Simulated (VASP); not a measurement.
# TaN (P6_3/mmc) in VASP: a series of runs, part 2 of 2

VASP 6.6.1.

## (3) Single point, PBE

INCAR reads:

```
SYSTEM = TaN
PREC = Accurate
ENCUT = 520
EDIFF = 1E-6
ISMEAR = 0
SIGMA = 0.025
LREAL = .False.
LASPH = .True.
NELM = 100
ALGO = Normal
ISIF = 2
LWAVE = .False.
LCHARG = .False.
GGA = PE
NBANDS = 24
```

KPOINTS reads:

```
Automatic mesh
0
Gamma
  10 10 5
  0 0 0
```

POSCAR reads:

```
TaN
1.0
    2.9217699809      0.0000000000      0.0000000000
   -1.4608849905      2.5303270275      0.0000000000
    0.0000000000      0.0000000000      5.9165150000
Ta N
2 2
Direct
    0.0000000000      0.0000000000      0.5000000000
    0.0000000000      0.0000000000      0.0000000000
    0.3333333333      0.6666666667      0.2500000000
    0.6666666667      0.3333333333      0.7500000000
```

Potentials or basis: VASP PAW PBE potentials, release 64 (Ta_pv, N).

Command:

```console
cat potpaw_PBE.64/Ta_pv/POTCAR potpaw_PBE.64/N/POTCAR > POTCAR
mpirun -np 1 vasp_std > vasp.out
```

OUTCAR:

```text
SYSTEM = TaN
   PREC = Accurate
   ENCUT = 520
   EDIFF = 1E-6
   ISMEAR = 0
   LREAL = .False.
   LASPH = .True.
   NELM = 100
   ISIF = 2
   GGA = PE

 ion  position               nearest neighbor table
   1  0.000  0.000  0.500-   3 2.24   4 2.24   4 2.24   3 2.24   4 2.24   3 2.24   2 2.96   2 2.96

   2  0.000  0.000  0.000-   3 2.24   4 2.24   4 2.24   3 2.24   4 2.24   3 2.24   1 2.96   1 2.96

   3  0.333  0.667  0.250-   1 2.24   2 2.24   1 2.24   2 2.24   1 2.24   2 2.24
   4  0.667  0.333  0.750-   1 2.24   2 2.24   1 2.24   2 2.24   1 2.24   2 2.24

  LATTYP: Found a hexagonal cell.
 ALAT       =     2.9217699809
 C/A-ratio  =     2.0249763119

  Lattice vectors:

 A1 = (   2.9217699809,   0.0000000000,   0.0000000000)
 A2 = (  -1.4608849905,   2.5303270275,   0.0000000000)
 A3 = (   0.0000000000,   0.0000000000,   5.9165150000)

Analysis of symmetry for initial positions (statically):
=====================================================================
 Subroutine PRICEL returns:
 Original cell was already a primitive cell.

 Routine SETGRP: Setting up the symmetry group for a
 hexagonal supercell.

 Subroutine GETGRP returns: Found 24 space group operations
 (whereof 12 operations were pure point group operations)
 out of a pool of 24 trial point group operations.

The static configuration has the point symmetry D_3d.
 The point group associated with its full space group is D_6h.

Analysis of symmetry for dynamics (positions and initial velocities):
=====================================================================
 Subroutine PRICEL returns:
 Original cell was already a primitive cell.

 Routine SETGRP: Setting up the symmetry group for a
 hexagonal supercell.

 Subroutine GETGRP returns: Found 24 space group operations
 (whereof 12 operations were pure point group operations)
 out of a pool of 24 trial point group operations.

The dynamic configuration has the point symmetry D_3d.
 The point group associated with its full space group is D_6h.

 Subroutine INISYM returns: Found 24 space group operations
 (whereof 12 operations are pure point group operations),
 and found     1 'primitive' translations

----------------------------------------------------------------------------------------

                                     Primitive cell

  volume of cell :      43.7410

  direct lattice vectors                    reciprocal lattice vectors
     2.921769981  0.000000000  0.000000000     0.342258291  0.197602916  0.000000000
    -1.460884991  2.530327027  0.000000000     0.000000000  0.395205833  0.000000000
     0.000000000  0.000000000  5.916515000     0.000000000  0.000000000  0.169018417

  length of vectors
     2.921769981  2.921769981  5.916515000     0.395205833  0.395205833  0.169018417

  position of ions in fractional coordinates (direct lattice)
     0.000000000  0.000000000  0.500000000
     0.000000000  0.000000000  0.000000000
     0.333333333  0.666666667  0.250000000
     0.666666667  0.333333333  0.750000000

  ion indices of the primitive-cell ions
   primitive index   ion index
                 1           1
                 2           2
                 3           3
                 4           4

----------------------------------------------------------------------------------------

[... 26 lines left out ...]
  0.000000  0.000000  0.000000      1.000000
  0.100000  0.000000  0.000000      6.000000
  0.200000  0.000000  0.000000      6.000000
  0.300000  0.000000  0.000000      6.000000
  0.400000  0.000000  0.000000      6.000000
  0.500000  0.000000  0.000000      3.000000
[... 16 lines left out ...]
  0.300000  0.100000  0.200000     24.000000
  0.400000  0.100000  0.200000     24.000000
 [... further k-points ...]
   k-points           NKPTS =     42   k-points in BZ     NKDIM =     42   number of bands    NBANDS=     24
   number of dos      NEDOS =    301   number of ions     NIONS =      4
   total plane-waves  NPLWV =  27648
   dimension x,y,z NGX =    24 NGY =   24 NGZ =   48
   dimension x,y,z NGXF=    48 NGYF=   48 NGZF=   96
   ions per type =               2   2
   NGX,Y,Z   is equivalent  to a cutoff of  13.66, 13.66, 13.49 a.u.
   NGXF,Y,Z  is equivalent  to a cutoff of  27.31, 27.31, 26.97 a.u.
 SYSTEM =  TaN
   PREC   = accura    normal or accurate (medium, high low for compatibility)
   ISTART =      0    job   : 0-new  1-cont  2-samecut
   ICHARG =      2    charge: 1-file 2-atom 10-const
   ISPIN  =      1    spin polarized calculation?
   LNONCOLLINEAR =      F non collinear calculations
   LSORBIT =      F    spin-orbit coupling
   LASPH  =      T    aspherical Exc in radial PAW
   ENCUT  =  520.0 eV  38.22 Ry    6.18 a.u.   5.43  5.43 11.00*2*pi/ulx,y,z
   NELM   =    100;   NELMIN=  2; NELMDL= -5     # of ELM steps
   EDIFF  = 0.1E-05   stopping-criterion for ELM
   LREAL  =      F    real-space projection
   EDIFFG = 0.1E-04   stopping-criterion for IOM
   NSW    =      0    number of steps for IOM
   IBRION =     -1    ionic relax: 0-MD 1-quasi-New 2-CG
   NFREE  =      0    steps in history (QN), initial steepest desc. (CG)
   ISIF   =      2    stress and relaxation
   ISYM   =      2    0-nonsym 1-usesym 2-fastsym
   POTIM  = 0.5000    time-step for ionic-motion
   TEBEG  =    0.0;   TEEND  =   0.0 temperature during run
   PSTRESS=    0.0 pullay stress
   NELECT =      32.0000    total number of electrons
   NUPDOWN=      -1.0000    fix difference up-down
   EMIN   =  10.00;   EMAX   =-10.00  energy-range for DOS
   EFERMI =   0.00;   METHOD = LEGACY
   ISMEAR =     0;   SIGMA  =   0.03  broadening in eV -4-tet -1-fermi 0-gaus
   EFERMI_NEDOS =   21; number of points for ismear=-14 and -15
   IALGO  =     38    algorithm
   IMIX   =      4    mixing-type and parameters
     AMIX     =   0.40;   BMIX     =  1.00
     AMIX_MAG =   1.60;   BMIX_MAG =  1.00
  volume/ion in A,a.u.               =      10.94        73.79
  Fermi-wavevector in a.u.,A,eV,Ry     =   1.475124  2.787581 29.606163  2.175992
  Thomas-Fermi vector in A             =   2.589812
   LORBIT       =      0    0 simple, 1 ext, 2 COOP (PROOUT), +10 PAW based schemes
   GGA     = PE    functional components
   LHFCALC =     F    Hartree Fock is set to
   AEXX    =    0.0000 exact exchange contribution
   IVDW    =     0    specifies the selected vdW correction
   LEPSILON=     F    determine dielectric tensor
   LRPA    =     F    only Hartree local field effects (RPA)
 non-spin polarized calculation
 Gauss-broadening in eV      SIGMA  =   0.03
  energy-cutoff  :      520.00
  volume of cell :       43.74
 maximum number of plane-waves:      1223
 NGX is ok and might be reduce to    24
   NGX = 11   NGY = 11   NGZ = 23

 number of electron      32.0000005 magnetization

 Free energy of the ion-electron system (eV)
  ---------------------------------------------------
  ext. energy  EPLUGINS =         0.00000000
  ---------------------------------------------------
  free energy    TOTEN  =       -44.02362213 eV

  energy without entropy =      -44.02322426  energy(sigma->0) =      -44.02342320

 E-fermi :   8.0938     XC(G=0): -13.2679

 val. band max:        8.0821684056   @ k =   0.1000   0.1000   0.4000
 cond. band min:       8.1257879806   @ k =   0.1000   0.0000   0.2000
 fundamental gap:      0.0436195750
 Fermi energy:         8.0938206479

 k-point     1 :       0.0000    0.0000    0.0000
  band No.  band energies     occupation
      1     -27.4991      2.00000
      2     -26.7564      2.00000
      3     -26.5056      2.00000
      4     -26.5056      2.00000
      5     -26.4451      2.00000
      6     -26.4451      2.00000
[... 637 lines left out ...]
     23      14.3264      0.00000
     24      15.7111      0.00000

 [... further k-points ...]

------------------------ aborting loop because EDIFF is reached ----------------------------------------

  FORCE on cell =-STRESS in cart. coord.  units (eV):
  Direction    XX          YY          ZZ          XY          YZ          ZX
  --------------------------------------------------------------------------------------
  -------------------------------------------------------------------------------------
  Total       -0.1264119     -0.1264119     -0.0619313      0.0000000      0.0000000      0.0000000
  in kB       -4.6303089     -4.6303089     -2.2684656      0.0000000      0.0000000      0.0000000
  external PRESSURE =      -3.8430278 kB  Pullay stress =       0.0000000 kB

 VOLUME and BASIS-vectors are now :
 -----------------------------------------------------------------------------
  energy-cutoff  :      520.00
  volume of cell :       43.74
      direct lattice vectors                 reciprocal lattice vectors
     2.921769981  0.000000000  0.000000000     0.342258291  0.197602916  0.000000000
    -1.460884991  2.530327027  0.000000000     0.000000000  0.395205833  0.000000000
     0.000000000  0.000000000  5.916515000     0.000000000  0.000000000  0.169018417

 POSITION                                       TOTAL-FORCE (eV/Angst)
 -----------------------------------------------------------------------------------
      0.00000      0.00000      2.95826         0.000000      0.000000     -0.000000
      0.00000      0.00000      0.00000         0.000000      0.000000     -0.000000
     -0.00000      1.68688      1.47913        -0.000000     -0.000000      0.000000
      1.46088      0.84344      4.43739         0.000000      0.000000     -0.000000
 -----------------------------------------------------------------------------------
    total drift:                               -0.000000      0.000000      0.000000

  FREE ENERGIE OF THE ION-ELECTRON SYSTEM (eV)
  ---------------------------------------------------
  free  energy   TOTEN  =       -44.0236221327 eV

  energy  without entropy=      -44.0232242615  energy(sigma->0) =      -44.02342320
```

Run time: 31 s. Hardware: 1 thread of Intel Xeon Platinum 8259CL at 2.50GHz (Skylake/Cascade Lake), shared host; peak memory 0.19 GiB.

Results:

| Item | Value |
| --- | --- |
| Free energy | -44.0236 eV |
| Pressure | -0.4 GPa |
| Band gap on the k mesh | zero (band 16 reaches 8.71 eV, above the bottom of band 17 at 7.89 eV) |

Stress tensor (GPa, compression positive):
```
-0.46  0.00  0.00
 0.00 -0.46  0.00
 0.00  0.00 -0.23
```

Caveat: spin-orbit coupling is left out, which moves the levels of the heavy elements.

## (4) Single point, PBE

Changes to INCAR since step 3:

```diff
@@ -5,3 +5,3 @@
 ISMEAR = 0
-SIGMA = 0.025
+SIGMA = 0.026000000000000002
 LREAL = .False.
```

KPOINTS reads:

```
regular mesh
0
Gamma
  10 10 5
  0 0 0
```

POSCAR is that of step 3.

Command:

```console
cat potpaw_PBE.64/Ta_pv/POTCAR potpaw_PBE.64/N/POTCAR > POTCAR
mpirun -np 1 vasp_std > vasp.out
```

It took 30 s on 1 thread of Intel Xeon Platinum 8259CL at 2.50GHz (Skylake/Cascade Lake), shared host; peak memory 0.19 GiB.

Results (log left out):

* Free energy: -44.0236 eV
* Pressure: -0.4 GPa
* Band gap on the k mesh: zero (band 16 reaches 8.71 eV, above the bottom of band 17 at 7.89 eV)

Stress tensor (GPa, compression positive):
```
-0.46  0.00  0.00
 0.00 -0.46  0.00
 0.00  0.00 -0.23
```

Levels at points of the mesh, in eV from the Fermi level:
```csv
k point,band 14,band 15,band 16,band 17,band 18,band 19
"(0.00, 0.00, 0.00)",-1.97,-1.97,-0.21,-0.21,0.58,0.58
"(0.50, 0.00, 0.00)",-3.67,-2.78,-2.09,2.85,3.95,4.82
```

Caveat: spin-orbit coupling is left out, which moves the levels of the heavy elements.

## (5) Overview

```csv
smearing,gap on the mesh (eV),pressure (GPa)
gaussian 0.024 eV,none,-0.4
gaussian 0.025 eV,none,-0.4
gaussian 0.026 eV,none,-0.4
```

Alike in all rows: task single point; level PBE; potentials or basis VASP PAW PBE potentials, release 64 (Ta_pv, N); no spin polarisation; cell as given; k mesh 10 × 10 × 5; cutoff (eV) 520.

Every run on the cell as given and a fine mesh finds a metal.

Caveats: spin-orbit coupling is left out, which moves the levels of the heavy elements.

Absolute energies hang on the potentials; compare differences alone.
